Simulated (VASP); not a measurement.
# WSe2 (P6_3/mmc) in VASP: a series of runs, part 2 of 2

VASP 6.6.1. Earlier steps stand in the parts before.

## (5) Single point, PBE+D3(BJ)

The input, INCAR:

```
PREC     = Accurate       # precision mode
ENCUT    = 520            # plane-wave cutoff, eV
EDIFF    = 1E-6           # SCF threshold, eV
ISMEAR   = 0              # smearing method
SIGMA    = 0.02           # smearing width, eV
LREAL    = False          # projectors in reciprocal space
LASPH    = True           # aspherical terms in the spheres
NELM     = 80             # most SCF steps
ALGO     = Normal         # electronic algorithm
ISIF     = 2              # what is computed and relaxed
LWAVE    = False          # write WAVECAR
LCHARG   = True           # write CHGCAR
GGA      = PE             # functional
IVDW     = 12             # dispersion correction
LELF     = True           # ELF
LVHAR    = True         
NBANDS   = 35             # bands
```

The input, KPOINTS:

```
Automatic mesh
0
Gamma
  6 6 2
```

The input, POSCAR:

```
WSe2
1.0
    3.2790157502      0.0000000000      0.0000000000
   -1.6395078751      2.8397109391      0.0000000000
    0.0000000000      0.0000000000     12.7885056705
W Se
2 4
Direct
    0.3333333333      0.6666666667      0.2500000000
    0.6666666667      0.3333333333      0.7500000000
    0.3333333333      0.6666666667      0.6182884598
    0.6666666667      0.3333333333      0.1182884598
    0.3333333333      0.6666666667      0.8817115402
    0.6666666667      0.3333333333      0.3817115402
```

Command:

```bash
$ cat potpaw_PBE.64/W_sv/POTCAR potpaw_PBE.64/Se/POTCAR > POTCAR
$ mpirun -np 1 vasp_std > vasp.out
```

It took 37 s on 1 thread of Intel Xeon Platinum 8488C (Sapphire Rapids), shared host; peak memory 0.24 GiB.

Results (log left out):

- Free energy: -45.9282 eV
- Pressure: 0.3 GPa
- Largest force: 0.049 eV/Å
- Band gap on the k mesh: 0.89 eV, indirect (least direct gap 1.56 eV)
- Dispersion energy per atom: -0.475 eV

Forces on the atoms (eV/Å):
```
W    0.000  0.000  0.000
W    0.000  0.000  0.000
Se   0.000  0.000 -0.049
Se   0.000  0.000 -0.049
Se   0.000  0.000  0.049
Se   0.000  0.000  0.049
```

Stress tensor (GPa, compression positive):
```
0.28 0.00 0.00
0.00 0.28 0.00
0.00 0.00 0.38
```

Levels at points of the mesh, in eV from the valence-band top:
```
           k point  band 23  band 24  band 25  band 26  band 27  band 28  band 29  band 30
(0.00, 0.00, 0.00)    -1.46    -1.20    -0.96     0.00     2.63     2.63     2.68     2.68
(0.50, 0.00, 0.00)    -1.49    -1.38    -1.30    -1.06     2.15     2.20     2.27     2.69
(0.00, 0.00, 0.50)    -1.49    -1.49    -0.20    -0.20     2.63     2.63     2.63     2.63
(0.50, 0.00, 0.50)    -1.37    -1.37    -1.22    -1.22     2.17     2.17     2.52     2.52
```

Caveat: spin-orbit coupling is left out, which moves the levels of the heavy elements.

## (6) Single point, PBE+D3(BJ)

The input, INCAR:

```
PREC = Accurate
ENCUT = 520
EDIFF = 1E-6
ISMEAR = 0
SIGMA = 0.02
LREAL = False
LASPH = True
NELM = 100
ALGO = Normal
ISIF = 2
LWAVE = False
LCHARG = False
GGA = PE
IVDW = 12
NBANDS = 35
```

The input, KPOINTS:

```
Automatic mesh
0
Gamma
  9 9 2
```

POSCAR is that of step 5.

Potentials or basis: VASP PAW PBE potentials, release 64 (W_sv, Se).

Command:

```bash
$ cat potpaw_PBE.64/W_sv/POTCAR potpaw_PBE.64/Se/POTCAR > POTCAR
$ mpirun -np 1 vasp_std > vasp.out
```

It took 55 s on 1 thread of Intel Xeon Platinum 8488C (Sapphire Rapids), shared host; peak memory 0.27 GiB.

Results (log left out):

| Property | Result |
| --- | --- |
| Free energy | -45.9304 eV |
| Pressure | 0.3 GPa |
| Largest force | 0.047 eV/Å |
| Band gap on the k mesh | 0.99 eV, indirect (least direct gap 1.56 eV) |
| Dispersion energy per atom | -0.475 eV |

Forces in eV/Å, atoms in the order of the input:
```
W    0.000  0.000  0.000
W    0.000  0.000  0.000
Se   0.000  0.000 -0.047
Se   0.000  0.000 -0.047
Se   0.000  0.000  0.047
Se   0.000  0.000  0.047
```

Stress tensor (GPa, compression positive):
```
0.28 0.00 0.00
0.00 0.28 0.00
0.00 0.00 0.39
```

Levels at points of the mesh, in eV from the valence-band top:
| k point | band 24 | band 25 | band 26 | band 27 | band 28 | band 29 |
| --- | --- | --- | --- | --- | --- | --- |
| (0.00, 0.00, 0.00) | -1.20 | -0.96 | 0.00 | 2.63 | 2.63 | 2.68 |
| (0.00, 0.00, 0.50) | -1.50 | -0.20 | -0.20 | 2.63 | 2.63 | 2.63 |

Caveat: spin-orbit coupling is left out, which moves the levels of the heavy elements.

## (7) Single point, PBE+D3(BJ)

The input, INCAR:

```
PREC     = Accurate       # precision mode
ENCUT    = 520            # plane-wave cutoff, eV
EDIFF    = 1E-6           # SCF threshold, eV
ISMEAR   = 0              # smearing method
SIGMA    = 0.02           # smearing width, eV
LREAL    = False          # projectors in reciprocal space
LASPH    = True           # aspherical terms in the spheres
NELM     = 100            # most SCF steps
ALGO     = Normal         # electronic algorithm
ISIF     = 2              # what is computed and relaxed
LWAVE    = False          # write WAVECAR
LCHARG   = True           # write CHGCAR
GGA      = PE             # functional
IVDW     = 12             # dispersion correction
LELF     = True           # ELF
LVHAR    = True         
NBANDS   = 35             # bands
```

KPOINTS is that of step 6.

The input, POSCAR:

```
WSe2
1.0
    3.2790157688      0.0000000000      0.0000000000
   -1.6395078844      2.8397109552      0.0000000000
    0.0000000000      0.0000000000     12.7885058879
W Se
2 4
Direct
    0.3333333333      0.6666666667      0.2500000000
    0.6666666667      0.3333333333      0.7500000000
    0.3333333333      0.6666666667      0.6182884628
    0.6666666667      0.3333333333      0.1182884628
    0.3333333333      0.6666666667      0.8817115372
    0.6666666667      0.3333333333      0.3817115372
```

Command:

```bash
$ cat potpaw_PBE.64/W_sv/POTCAR potpaw_PBE.64/Se/POTCAR > POTCAR
$ mpirun -np 1 vasp_std > vasp.out
```

Wall time 1.9 min (1 thread of Intel Xeon Platinum 8259CL at 2.50GHz (Skylake/Cascade Lake), shared host); peak memory 0.27 GiB.

The run converged. Its results:

```
Free energy                : -45.9304 eV
Pressure                   : 0.3 GPa
Largest force              : 0.047 eV/Å
Band gap on the k mesh     : 0.99 eV, indirect (least direct gap 1.56 eV)
Dispersion energy per atom : -0.475 eV
```

Forces on the atoms (eV/Å):
```
W    0.000  0.000  0.000
W    0.000  0.000  0.000
Se   0.000  0.000 -0.047
Se   0.000  0.000 -0.047
Se   0.000  0.000  0.047
Se   0.000  0.000  0.047
```

Stress tensor (GPa, compression positive):
```
0.28 0.00 0.00
0.00 0.28 0.00
0.00 0.00 0.39
```

Levels at points of the mesh, in eV from the valence-band top:
| k point | band 22 | band 23 | band 24 | band 25 | band 26 | band 27 | band 28 | band 29 | band 30 | band 31 |
| --- | --- | --- | --- | --- | --- | --- | --- | --- | --- | --- |
| (0.00, 0.00, 0.00) | -1.46 | -1.46 | -1.20 | -0.96 | 0.00 | 2.63 | 2.63 | 2.68 | 2.68 | 2.69 |
| (0.00, 0.00, 0.50) | -1.50 | -1.50 | -1.50 | -0.20 | -0.20 | 2.63 | 2.63 | 2.63 | 2.63 | 2.84 |

Caveat: spin-orbit coupling is left out, which moves the levels of the heavy elements.

## (8) Summary

```csv
cell,k mesh,smearing,gap on the mesh (eV),pressure (GPa),largest force (eV/Å)
"a = 3.279, b = 3.279, c = 12.789 Å, angles 90.0, 90.0, 120.0°, 6 atoms",9 × 9 × 2,gaussian 0.02 eV,0.99,0.3,0.05
"a = 3.290, b = 3.290, c = 12.970 Å, angles 90.0, 90.0, 120.0°, 6 atoms",6 × 6 × 2,gaussian 0.1 eV,0.97,0.2,0.23
"a = 3.279, b = 3.279, c = 12.789 Å, angles 90.0, 90.0, 120.0°, 6 atoms",6 × 6 × 2,gaussian 0.02 eV,0.89,0.3,0.05
```

Alike in all rows: task single point; level PBE+D3(BJ); potentials or basis VASP PAW PBE potentials, release 64 (W_sv, Se); no spin polarisation; cutoff (eV) 520.

Caveats: spin-orbit coupling is left out, which moves the levels of the heavy elements.

Total energies depend on the potentials used, so only differences within one code and one set of settings carry meaning.

## (9) How close it comes

Step 2. Measured gap of WSe2: 1.3 eV (indirect; “Time-resolved XUV ARPES with tunable 24–33 eV laser pulses at 30 meV resolution”, 2019, pmc:6684652). This calculation gives 0.99 eV (-0.31 eV). Spin-orbit coupling on Se, W is left out. The value is that of PBE+D3(BJ) on a finite k mesh, which can miss the band edges, without temperature or zero-point motion. Semilocal functionals fall short of measured gaps as a rule.

Step 3. A measured gap of WSe2 is 1.3 eV (indirect; “Time-resolved XUV ARPES with tunable 24–33 eV laser pulses at 30 meV resolution”, 2019, pmc:6684652); the calculated 0.97 eV misses it by -0.33 eV. Spin-orbit coupling on Se, W is left out. The value is that of PBE+D3(BJ) on a finite k mesh, which can miss the band edges, without temperature or zero-point motion. Semilocal functionals fall short of measured gaps as a rule.

Step 4. Measured gap of WSe2: 1.3 eV (indirect; “Time-resolved XUV ARPES with tunable 24–33 eV laser pulses at 30 meV resolution”, 2019, pmc:6684652). This calculation gives 0.99 eV (-0.31 eV). Spin-orbit coupling on Se, W is left out. The value is that of PBE+D3(BJ) on a finite k mesh, which can miss the band edges, without temperature or zero-point motion. Semilocal functionals fall short of measured gaps as a rule.

Step 5. Against the measured gap of WSe2, 1.3 eV (indirect; “Time-resolved XUV ARPES with tunable 24–33 eV laser pulses at 30 meV resolution”, 2019, pmc:6684652), the calculated 0.89 eV is off by -0.41 eV. Spin-orbit coupling on Se, W is left out. The value is that of PBE+D3(BJ) on a finite k mesh, which can miss the band edges, without temperature or zero-point motion. Semilocal functionals fall short of measured gaps as a rule.

Step 6. A measured gap of WSe2 is 1.3 eV (indirect; “Time-resolved XUV ARPES with tunable 24–33 eV laser pulses at 30 meV resolution”, 2019, pmc:6684652); the calculated 0.99 eV misses it by -0.31 eV. Spin-orbit coupling on Se, W is left out. The value is that of PBE+D3(BJ) on a finite k mesh, which can miss the band edges, without temperature or zero-point motion. Semilocal functionals fall short of measured gaps as a rule.

Step 7. A measured gap of WSe2 is 1.3 eV (indirect; “Time-resolved XUV ARPES with tunable 24–33 eV laser pulses at 30 meV resolution”, 2019, pmc:6684652); the calculated 0.99 eV misses it by -0.31 eV. Spin-orbit coupling on Se, W is left out. The value is that of PBE+D3(BJ) on a finite k mesh, which can miss the band edges, without temperature or zero-point motion. Semilocal functionals fall short of measured gaps as a rule.
